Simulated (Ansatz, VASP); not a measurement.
**One calculation of Sc, two programs**

File INCAR:

```
SYSTEM = Sc
PREC     = Accurate       ! precision mode
ENCUT    = 520            ! plane-wave cutoff, eV
EDIFF    = 1E-6           ! SCF threshold, eV
ISMEAR   = -1             ! smearing method
SIGMA    = 0.05           ! smearing width, eV
LREAL    = .False.        ! projectors in reciprocal space
LASPH    = .True.         ! aspherical terms in the spheres
NELM     = 100            ! most SCF steps
ALGO     = Normal         ! electronic algorithm
ISIF     = 2              ! what is computed and relaxed
LWAVE    = .False.        ! write WAVECAR
LCHARG   = .True.         ! write CHGCAR
GGA      = PS             ! functional
LELF     = .True.         ! ELF
LVHAR    = .True.       
NBANDS   = 18             ! bands
```

File KPOINTS:

```
regular mesh
0
Gamma
  11 11 11
  0 0 0
```

File POSCAR:

```
Sc
1.0
    0.0000000000      2.7790632810      2.7790632810
    2.7790632810      0.0000000000      2.7790632810
    2.7790632810      2.7790632810      0.0000000000
Sc
2
Direct
   -0.1250000000     -0.1250000000     -0.1250000000
    0.1250000000      0.1250000000      0.1250000000
```

Input for Ansatz:

```yaml
crystal:
  lattice:
    - [0.0, 2.779063281, 2.779063281]
    - [2.779063281, 0.0, 2.779063281]
    - [2.779063281, 2.779063281, 0.0]
  atoms:
    - { symbol: Sc, position: [-0.125, -0.125, -0.125] }
    - { symbol: Sc, position: [0.125, 0.125, 0.125] }
kpoints:
  mp_grid: { grid: [11, 11, 11] }
scf:
  occupations: { method: fermi_dirac, width: 0.05 }
hamiltonian:
  xc: pbesol
  pseudopotentials: { kind: all_electron, lapw: { basis_error: 0.001 } }
output:
  forces: true
  stress: true
  eigenvalues: true
  populations: true
```

Change from the starting cell: volume scaled by 0.7, LAPW.

Alike in both runs: task single point; functional PBEsol; k mesh 11 × 11 × 11; occupations fermi-dirac, width 0.05 eV; no spin polarisation.

|  | VASP | Ansatz |
| --- | --- | --- |
| version | VASP 6.6.1 | Ansatz 0.2.0 |
| potentials or method | VASP PAW PBE potentials, release 64 (Sc_sv), cutoff 520 eV | all-electron LAPW, scalar-relativistic |

VASP gave:

* pressure (GPa): 5.2

Problem. Which values does Ansatz return?

Solution. Pressure (GPa): 4.7.

VASP's potentials were made for PBE, not for PBEsol. Ansatz ran all-electron here, and VASP with PAW potentials.
